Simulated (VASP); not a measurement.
RbAg3, 4 atoms in the cell. The structure is cubic, space group Pm-3m (No. 221). The conventional cell has a = 4.678 Å, b = 4.678 Å, c = 4.678 Å, α = 90.00°, β = 90.00°, γ = 90.00°. Within 4.4 Å of Rb (site symmetry m-3m) lie 12 Ag at 3.31 Å. Within 4.4 Å of Ag (site symmetry 4/mmm) lie 4 Rb at 3.31 Å and 8 Ag at 3.31 Å. 

- Program: VASP 6.6.1
- Task: single point
- Functional: PBE
- Potentials or basis: VASP PAW PBE potentials, release 64 (Rb_sv, Ag)
- Cutoff: 520 eV
- k mesh: 10 × 10 × 10
- Occupations: gaussian, width 0.1 eV
- Spin: no spin polarisation
- Dipole correction: no
- Further INCAR settings: ALGO = Fast; EDIFF = 1e-07; NBANDS = 29

Potentials or basis: VASP PAW PBE potentials, release 64 (Rb_sv, Ag).

Run with:

```console
$ cat potpaw_PBE.64/Rb_sv/POTCAR potpaw_PBE.64/Ag/POTCAR > POTCAR
$ mpirun -np 1 vasp_std > vasp.out
```

Hardware: 1 thread of Oxide Virtual Turin-like Processor, on a shared host.

Q: Estimate the wall time of this run.

A: Wall time 2.9 min on 1 thread of Oxide Virtual Turin-like Processor (shared host), peak memory 0.26 GiB. Counts: scf iterations 15, k points 56.
